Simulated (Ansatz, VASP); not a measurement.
## HfPb2: VASP beside Ansatz

```
CELL_PARAMETERS angstrom
5.33292 0.00000 0.00000
-2.66646 4.61845 0.00000
0.00000 0.00000 3.26908
ATOMIC_POSITIONS crystal
Hf 0.00000 0.00000 0.00000
Pb 0.33333 0.66667 0.50000
Pb 0.66667 0.33333 0.50000
```

Alike in both runs: task single point; functional PBE; k mesh 6 × 6 × 6; occupations gaussian, width 0.1 eV; no spin polarisation.

|  | VASP | Ansatz |
| --- | --- | --- |
| version | VASP 6.6.1 | Ansatz 0.2.0 |
| potentials or method | VASP PAW PBE potentials, release 64 (Hf_pv, Pb_d), cutoff 520 eV | scalar-relativistic, plane waves, PAW |
| valence electrons in the cell | 38 | 54 |

Ansatz gave:

```
gap on the k mesh at the Fermi level (eV)                     : none
pressure (GPa)                                                : 0.4
traceless stress, the component that is largest in VASP (GPa) : -4.81
```

Problem. What did VASP give for the same quantities?

Solution. gap on the k mesh at the Fermi level (eV): none; pressure (GPa): 0.2; traceless stress, the component that is largest in VASP (GPa): -4.78.

A gap of «none» marks a metal or a gap that the smearing closes. With one functional, cell and mesh, what is left measures potentials, basis and numerics. VASP's potentials hold 38 valence electrons a cell and Ansatz's 54, so a difference there can come from the potentials and not from the codes.

Neither program's run includes spin-orbit coupling.
